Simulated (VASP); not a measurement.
# O (R-3m) in VASP: further runs

O is run at these levels: PBE; tasks: electric field gradients.

All numbers are computed with VASP 6.6.1; they aren't measurements. Logs are shortened: lines on timing, memory, paths and dates and some standing lists are left out, and cuts for length are marked.

### 1 The cell of the first run

Symmetry: R-3m, No. 166, trigonal system. The conventional cell has a = 2.847 Å, b = 2.847 Å, c = 10.225 Å, α = 90.00°, β = 90.00°, γ = 120.00°. O (site symmetry 3m) has 1 O at 1.18 Å within 1.6 Å.

### 2 Electric field gradients, PBE

The input, INCAR:

```
PREC = Accurate
ENCUT = 520
EDIFF = 1E-8
ISMEAR = -1
SIGMA = 0.02
LREAL = F
LASPH = T
NELM = 80
ALGO = Normal
ISIF = 2
LWAVE = F
LCHARG = F
GGA = PE
LEFG = T
NBANDS = 13
```

The input, KPOINTS:

```
Automatic mesh
0
Gamma
  3 3 3
```

The input, POSCAR:

```
O
1.0
    1.4233490221      0.8217709410      3.4083000000
   -1.4233490221      0.8217709410      3.4083000000
    0.0000000000     -1.6435418821      3.4083000000
O
2
Direct
    0.0577000000      0.0577000000      0.0577000000
    0.9423000000      0.9423000000      0.9423000000
```

Potentials or basis: VASP PAW PBE potentials, release 64 (O).

The run is started by

```bash
> cat potpaw_PBE.64/O/POTCAR > POTCAR
> mpirun -np 1 vasp_std > vasp.out
```

OUTCAR:

```text
PREC = Accurate
   ENCUT = 520
   EDIFF = 1E-8
   ISMEAR = -1
   LREAL = F
   LASPH = T
   NELM = 80
   ISIF = 2
   GGA = PE

 ion  position               nearest neighbor table
   1  0.058  0.058  0.058-   2 1.18
   2  0.942  0.942  0.942-   1 1.18

  LATTYP: Found a trigonal (rhomboedric) cell.
 ALAT       =     3.7838788046
 COS(alpha) =     0.7170052526

  Lattice vectors:

 A1 = (   1.4233490221,   0.8217709410,   3.4083000000)
 A2 = (  -1.4233490221,   0.8217709410,   3.4083000000)
 A3 = (   0.0000000000,  -1.6435418821,   3.4083000000)

Analysis of symmetry for initial positions (statically):
=====================================================================
 Subroutine PRICEL returns:
 Original cell was already a primitive cell.

 Routine SETGRP: Setting up the symmetry group for a
 trigonal (rhombohedral) supercell.

 Subroutine GETGRP returns: Found 12 space group operations
 (whereof 12 operations were pure point group operations)
 out of a pool of 12 trial point group operations.

The static configuration has the point symmetry D_3d.

Analysis of symmetry for dynamics (positions and initial velocities):
=====================================================================
 Subroutine PRICEL returns:
 Original cell was already a primitive cell.

 Routine SETGRP: Setting up the symmetry group for a
 trigonal (rhombohedral) supercell.

 Subroutine GETGRP returns: Found 12 space group operations
 (whereof 12 operations were pure point group operations)
 out of a pool of 12 trial point group operations.

The dynamic configuration has the point symmetry D_3d.

 Subroutine INISYM returns: Found 12 space group operations
 (whereof 12 operations are pure point group operations),
 and found     1 'primitive' translations

----------------------------------------------------------------------------------------

                                     Primitive cell

  volume of cell :      23.9195

  direct lattice vectors                    reciprocal lattice vectors
     1.423349022  0.821770941  3.408300000     0.351284184  0.202814018  0.097800467
    -1.423349022  0.821770941  3.408300000    -0.351284184  0.202814018  0.097800467
     0.000000000 -1.643541882  3.408300000     0.000000000 -0.405628037  0.097800467

  length of vectors
     3.783878805  3.783878805  3.783878805     0.417251765  0.417251765  0.417251765

  position of ions in fractional coordinates (direct lattice)
     0.057700000  0.057700000  0.057700000
     0.942300000  0.942300000  0.942300000

  ion indices of the primitive-cell ions
   primitive index   ion index
                 1           1
                 2           2

----------------------------------------------------------------------------------------

 KPOINTS: Automatic mesh

Automatic generation of k-mesh.
 Grid dimensions read from file:
 generate k-points for:    3    3    3

 Generating k-lattice:

  Cartesian coordinates                     Fractional coordinates (reciprocal lattice)
     0.117094728  0.067604673  0.032600156     0.333333333 -0.000000000  0.000000000
    -0.117094728  0.067604673  0.032600156    -0.000000000  0.333333333  0.000000000
     0.000000000 -0.135209346  0.032600156     0.000000000  0.000000000  0.333333333

  Length of vectors
     0.139083922  0.139083922  0.139083922

  Shift w.r.t. Gamma in fractional coordinates (k-lattice)
     0.000000000  0.000000000  0.000000000

 Subroutine IBZKPT returns following result:
 ===========================================

 Found      6 irreducible k-points:

 Following reciprocal coordinates:
            Coordinates               Weight
  0.000000  0.000000  0.000000      1.000000
  0.333333  0.000000  0.000000      6.000000
  0.333333  0.333333  0.000000      6.000000
 -0.333333  0.333333  0.000000      6.000000
  0.333333  0.333333  0.333333      2.000000
 -0.333333  0.333333  0.333333      6.000000
   k-points           NKPTS =      6   k-points in BZ     NKDIM =      6   number of bands    NBANDS=     13
   number of dos      NEDOS =    301   number of ions     NIONS =      2
   total plane-waves  NPLWV =  21952
   dimension x,y,z NGX =    28 NGY =   28 NGZ =   28
   dimension x,y,z NGXF=    56 NGYF=   56 NGZF=   56
   ions per type =               2
   NGX,Y,Z   is equivalent  to a cutoff of  12.30, 12.30, 12.30 a.u.
   NGXF,Y,Z  is equivalent  to a cutoff of  24.60, 24.60, 24.60 a.u.
 SYSTEM =  unknown system
   PREC   = accura    normal or accurate (medium, high low for compatibility)
   ISTART =      0    job   : 0-new  1-cont  2-samecut
   ICHARG =      2    charge: 1-file 2-atom 10-const
   ISPIN  =      1    spin polarized calculation?
   LNONCOLLINEAR =      F non collinear calculations
   LSORBIT =      F    spin-orbit coupling
   LASPH  =      T    aspherical Exc in radial PAW
   ENCUT  =  520.0 eV  38.22 Ry    6.18 a.u.   7.04  7.04  7.04*2*pi/ulx,y,z
   NELM   =     80;   NELMIN=  2; NELMDL= -5     # of ELM steps
   EDIFF  = 0.1E-07   stopping-criterion for ELM
   LREAL  =      F    real-space projection
   EDIFFG = 0.1E-06   stopping-criterion for IOM
   NSW    =      0    number of steps for IOM
   IBRION =     -1    ionic relax: 0-MD 1-quasi-New 2-CG
   NFREE  =      0    steps in history (QN), initial steepest desc. (CG)
   ISIF   =      2    stress and relaxation
   ISYM   =      2    0-nonsym 1-usesym 2-fastsym
   POTIM  = 0.5000    time-step for ionic-motion
   TEBEG  =    0.0;   TEEND  =   0.0 temperature during run
   PSTRESS=    0.0 pullay stress
   NELECT =      12.0000    total number of electrons
   NUPDOWN=      -1.0000    fix difference up-down
   EMIN   =  10.00;   EMAX   =-10.00  energy-range for DOS
   EFERMI =   0.00;   METHOD = LEGACY
   ISMEAR =    -1;   SIGMA  =   0.02  broadening in eV -4-tet -1-fermi 0-gaus
   EFERMI_NEDOS =   21; number of points for ismear=-14 and -15
   IALGO  =     38    algorithm
   IMIX   =      4    mixing-type and parameters
     AMIX     =   0.40;   BMIX     =  1.00
     AMIX_MAG =   1.60;   BMIX_MAG =  1.00
  volume/ion in A,a.u.               =      11.96        80.71
  Fermi-wavevector in a.u.,A,eV,Ry     =   1.300823  2.458199 23.022964  1.692140
  Thomas-Fermi vector in A             =   2.431997
   LORBIT       =      0    0 simple, 1 ext, 2 COOP (PROOUT), +10 PAW based schemes
   GGA     = PE    functional components
   LHFCALC =     F    Hartree Fock is set to
   AEXX    =    0.0000 exact exchange contribution
   IVDW    =     0    specifies the selected vdW correction
   LEPSILON=     F    determine dielectric tensor
   LRPA    =     F    only Hartree local field effects (RPA)
 non-spin polarized calculation
  energy-cutoff  :      520.00
  volume of cell :       23.92
 maximum number of plane-waves:       647
   NGX = 15   NGY = 15   NGZ = 15

 number of electron      11.9999999 magnetization

 Free energy of the ion-electron system (eV)
  ---------------------------------------------------
  ext. energy  EPLUGINS =         0.00000000
  ---------------------------------------------------
  free energy    TOTEN  =        -9.33842237 eV

  energy without entropy =       -9.33219918  energy(sigma->0) =       -9.33531078

 E-fermi :   0.1118     XC(G=0):  -9.2034

 val. band max:        0.1117796627   @ k =  -0.3333   0.3333   0.0000
 cond. band min:       0.6043280542   @ k =   0.3333   0.0000   0.0000
 fundamental gap:      0.4925483915
 Fermi energy:         0.1118488393

 k-point     1 :       0.0000    0.0000    0.0000
  band No.  band energies     occupation
      1     -27.7616      2.00000
      2     -13.4467      2.00000
      3      -8.7265      2.00000
      4      -6.1714      2.00000
      5      -6.1714      2.00000
      6       0.9740      0.00000
      7       0.9740      0.00000
      8       8.7156      0.00000
      9      12.1403      0.00000
     10      15.4525      0.00000
     11      19.1173      0.00000
     12      21.7470      0.00000
     13      21.7470      0.00000

 k-point     2 :       0.3333    0.0000    0.0000
  band No.  band energies     occupation
      1     -27.4993      2.00000
      2     -13.3364      2.00000
      3      -8.4024      2.00000
      4      -7.2780      2.00000
      5      -6.4592      2.00000
      6      -0.0292      1.99827
      7       0.6043      0.00000
      8      10.8133      0.00000
      9      12.2772      0.00000
     10      15.2478      0.00000
     11      16.7730      0.00000
     12      20.0121      0.00000
     13      21.5878      0.00000

 k-point     3 :       0.3333    0.3333    0.0000
  band No.  band energies     occupation
      1     -27.4810      2.00000
      2     -13.6368      2.00000
      3      -8.1187      2.00000
      4      -6.9290      2.00000
      5      -6.6141      2.00000
      6      -0.4463      2.00000
      7       1.0063      0.00000
      8      10.2576      0.00000
      9      12.4025      0.00000
     10      15.1694      0.00000
     11      16.2274      0.00000
     12      19.8363      0.00000
     13      23.0463      0.00000

 k-point     4 :      -0.3333    0.3333    0.0000
  band No.  band energies     occupation
      1     -27.3552      2.00000
      2     -13.3938      2.00000
      3      -7.8886      2.00000
      4      -7.6219      2.00000
      5      -6.9686      2.00000
      6      -0.3452      2.00000
      7       0.1118      1.00173
      8      11.1257      0.00000
      9      13.1425      0.00000
     10      15.3475      0.00000
     11      16.7028      0.00000
     12      20.1085      0.00000
     13      20.2734      0.00000

 k-point     5 :       0.3333    0.3333    0.3333
  band No.  band energies     occupation
      1     -27.7010      2.00000
      2     -14.3984      2.00000
      3      -7.1541      2.00000
      4      -6.2452      2.00000
      5      -6.2452      2.00000
      6       1.1581      0.00000
      7       1.1581      0.00000
      8       8.3388      0.00000
      9      10.0877      0.00000
     10      13.9795      0.00000
     11      21.0313      0.00000
     12      21.0313      0.00000
     13      24.8767      0.00000

 k-point     6 :      -0.3333    0.3333    0.3333
  band No.  band energies     occupation
      1     -27.4602      2.00000
      2     -13.9397      2.00000
      3      -7.8880      2.00000
      4      -6.7414      2.00000
      5      -6.5749      2.00000
      6      -0.2504      2.00000
      7       0.8998      0.00000
      8      10.0237      0.00000
      9      12.3069      0.00000
     10      14.0938      0.00000
     11      16.0534      0.00000
     12      20.9839      0.00000
     13      23.5627      0.00000

------------------------ aborting loop because EDIFF is reached ----------------------------------------

  FORCE on cell =-STRESS in cart. coord.  units (eV):
  Direction    XX          YY          ZZ          XY          YZ          ZX
  --------------------------------------------------------------------------------------
  -------------------------------------------------------------------------------------
  Total       -1.0874681     -1.0874681      6.1698189      0.0000000     -0.0000000      0.0000000
  in kB      -72.8409940    -72.8409940    413.2679729      0.0000000     -0.0000000      0.0000000
  external PRESSURE =      89.1953283 kB  Pullay stress =       0.0000000 kB

 VOLUME and BASIS-vectors are now :
 -----------------------------------------------------------------------------
  energy-cutoff  :      520.00
  volume of cell :       23.92
      direct lattice vectors                 reciprocal lattice vectors
     1.423349022  0.821770941  3.408300000     0.351284184  0.202814018  0.097800467
    -1.423349022  0.821770941  3.408300000    -0.351284184  0.202814018  0.097800467
     0.000000000 -1.643541882  3.408300000     0.000000000 -0.405628037  0.097800467

 POSITION                                       TOTAL-FORCE (eV/Angst)
 -----------------------------------------------------------------------------------
      0.00000     -0.00000      0.58998         0.000000     -0.000000      4.196547
      0.00000     -0.00000      9.63492         0.000000      0.000000     -4.196547
 -----------------------------------------------------------------------------------
    total drift:                                0.000000     -0.000000      0.000000

  FREE ENERGIE OF THE ION-ELECTRON SYSTEM (eV)
  ---------------------------------------------------
  free  energy   TOTEN  =        -9.3384223723 eV

  energy  without entropy=       -9.3321991807  energy(sigma->0) =       -9.33531078

 Electric field gradients (V/A^2)
---------------------------------------------------------------------
 ion       V_xx      V_yy      V_zz      V_xy      V_xz      V_yz
---------------------------------------------------------------------
   1     -58.835   -58.835   117.670    -0.000     0.000     0.000
   2     -58.835   -58.835   117.670     0.000    -0.000     0.000
---------------------------------------------------------------------

 Electric field gradients after diagonalization (V/A^2)
 (convention: |V_zz| > |V_xx| > |V_yy|)
----------------------------------------------------------------------
 ion       V_xx      V_yy      V_zz     asymmetry (V_yy - V_xx)/ V_zz
----------------------------------------------------------------------
   1     -58.835   -58.835   117.670       0.000
   2     -58.835   -58.835   117.670       0.000
----------------------------------------------------------------------

           NMR quadrupolar parameters

 Cq : quadrupolar parameter    Cq=e*Q*V_zz/h
 eta: asymmetry parameters     (V_yy - V_xx)/ V_zz
 Q  : nuclear electric quadrupole moment in mb (millibarn)
----------------------------------------------------------------------
 ion       Cq(MHz)       eta       Q (mb)
----------------------------------------------------------------------
   1       0.285       0.000       1.000
   2       0.285       0.000       1.000
----------------------------------------------------------------------
```

It took 4.1 s on 1 thread of Intel Xeon 6975P-C (Granite Rapids), shared host; peak memory 0.14 GiB.

Results:

```yaml
Free_energy: -9.3384 eV
Pressure: 8.9 GPa
Largest_force: 4.197 eV/Å
Band_gap_on_the_k_mesh: zero (band 6 reaches 1.16 eV, above the bottom of band 7 at 0.11 eV)
```

Forces in eV/Å, atoms in the order of the input:
```
O    0.000  0.000  4.197
O    0.000  0.000 -4.197
```

Levels at points of the mesh, in eV from the Fermi level:
| k point | band 2 | band 3 | band 4 | band 5 | band 6 | band 7 | band 8 | band 9 | band 10 | band 11 |
| --- | --- | --- | --- | --- | --- | --- | --- | --- | --- | --- |
| (0.00, 0.00, 0.00) | -13.56 | -8.84 | -6.28 | -6.28 | 0.86 | 0.86 | 8.60 | 12.03 | 15.34 | 19.01 |

Electric field gradients, principal values (V/Å²):
```csv
atom,least,middle,greatest (by size)
1 O,-58.835,-58.835,117.670
2 O,-58.835,-58.835,117.670
```

Caveat: the k points lie up to 0.87 Å⁻¹ apart; the standard files for N, O and F lose accuracy on very short bonds; spin is off for a triplet molecule; without QUAD_EFG the Cq values of the log hold for a quadrupole moment of 1 mb, not for the nuclei; forces of over 1 eV/Å act on the atoms, so gaps and moduli don't describe the material at rest.

(Part 1 of 3 ends here.)
